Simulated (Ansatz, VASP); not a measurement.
## CdS2O2: VASP beside Ansatz

```
Cd S O
1.0
     3.50617    0.00000    0.00000
    -1.75308    3.03643    0.00000
     0.00000    0.00000    8.61418
Cd S O
1 2 2
Direct
  0.00000 0.00000 0.00000
  0.66667 0.33333 0.76164
  0.33333 0.66667 0.23836
  0.33333 0.66667 0.71349
  0.66667 0.33333 0.28651
```

Change from the starting cell: species swapped into the EuMg2Sb2 type (P-3m1, No. 164).

Alike in both runs: task relaxation of cell and atoms; functional PBE; k mesh 12 × 12 × 6; occupations gaussian, width 0.1 eV; no spin polarisation.

```csv
,VASP,Ansatz
version,VASP 6.6.1,Ansatz 0.2.0
potentials or method,"VASP PAW PBE potentials, release 64 (Cd, S, O), cutoff 600 eV","scalar-relativistic, plane waves, PAW"
valence electrons in the cell,36,44
```

```tsv
	VASP	Ansatz	Ansatz less VASP
gap on the k mesh at the Fermi level, each at its own relaxed structure (eV)	none	none	-
relaxed volume (Å³/atom)	18.33	18.34	+0.008
relaxed length of the cell vector where the two differ most in proportion (Å)	8.657	8.614	-0.0432
```

A gap of «none» marks a metal or a gap that the smearing closes. VASP's potentials hold 36 valence electrons a cell and Ansatz's 44, so a difference there can come from the potentials and not from the codes.
